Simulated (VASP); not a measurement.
Wanted: the native input for a VASP 6.6.1 run.

```
Task                               : single point
Functional                         : HSE06
Potentials or basis                : VASP PAW PBE potentials, release 64 (Rb_sv, Br)
Cutoff                             : 400 eV
k mesh                             : 4 × 4 × 4
Occupations                        : gaussian, width 0.01 eV
Spin                               : no spin polarisation
Dipole correction                  : no
Grid for exact exchange (PRECFOCK) : Normal
Further INCAR settings             : ALGO = Normal; EDIFF = 1e-06; NBANDS = 15
Share of exact exchange            : 0.25
Screening parameter                : 0.2079 1/Å
```

RbBr:

```
CELL_PARAMETERS angstrom
4.20718 0.07926 0.07926
0.07926 4.20718 0.07926
0.07926 0.07926 4.20718
ATOMIC_POSITIONS crystal
Rb 0.00000 0.00000 0.00000
Br 0.50000 0.50000 0.50000
```

This cell differs from its parent crystal: strain along [111] +5.8%.

These files were run (other wordings do the same):

POSCAR

```
RbBr
1.0
    4.2071828439      0.0792561917      0.0792561917
    0.0792561917      4.2071828439      0.0792561917
    0.0792561917      0.0792561917      4.2071828439
Rb Br
1 1
Direct
    0.0000000000      0.0000000000      0.0000000000
    0.5000000000      0.5000000000      0.5000000000
```

INCAR.step1

```
SYSTEM = RbBr
PREC = Accurate ; ENCUT = 400
EDIFF = 1E-5 ; ISMEAR = 0
SIGMA = 0.01 ; LREAL = .False.
LASPH = .True. ; NELM = 120
ALGO = Normal ; ISIF = 2
LWAVE = .True. ; NBANDS = 15
GGA = PE ; GGA_COMPAT = .False.
```

INCAR.step2

```
SYSTEM = RbBr
PREC = Accurate ; ENCUT = 400
EDIFF = 1E-6 ; ISMEAR = 0
SIGMA = 0.01 ; LREAL = .False.
LASPH = .True. ; NELM = 120
ALGO = Normal ; ISIF = 2
LWAVE = .False. ; LCHARG = .True.
GGA = PE ; LHFCALC = .True.
HFSCREEN = 0.2079 ; PRECFOCK = Normal
LELF = .True. ; LVHAR = .True.
NBANDS = 15 ; ISTART = 1
GGA_COMPAT = .False.
```

KPOINTS

```
Automatic mesh
0
Gamma
  4 4 4
  0 0 0
```

Potentials or basis: VASP PAW PBE potentials, release 64 (Rb_sv, Br).

Launch:

```console
$ cat potpaw_PBE.64/Rb_sv/POTCAR potpaw_PBE.64/Br/POTCAR > POTCAR
$ cp INCAR.step1 INCAR
$ mpirun -np 1 vasp_std > vasp.out
$ cp INCAR.step2 INCAR
$ mpirun -np 1 vasp_std > vasp.out
```

Results of the run:

```json
{
  "Pressure": "-0.4 GPa",
  "Band gap on the k mesh": "5.07 eV (least direct gap 5.19 eV)"
}
```

Caveat: the cell differs from its parent crystal (strain along [111] +5.8%); the PAW data sets were made with another functional, which shifts forces and pressure a little.

Wall time 4.4 min on 1 thread of AMD EPYC 9R45 96-Core Processor (Zen 5), with other jobs on the host, peak memory 0.24 GiB.
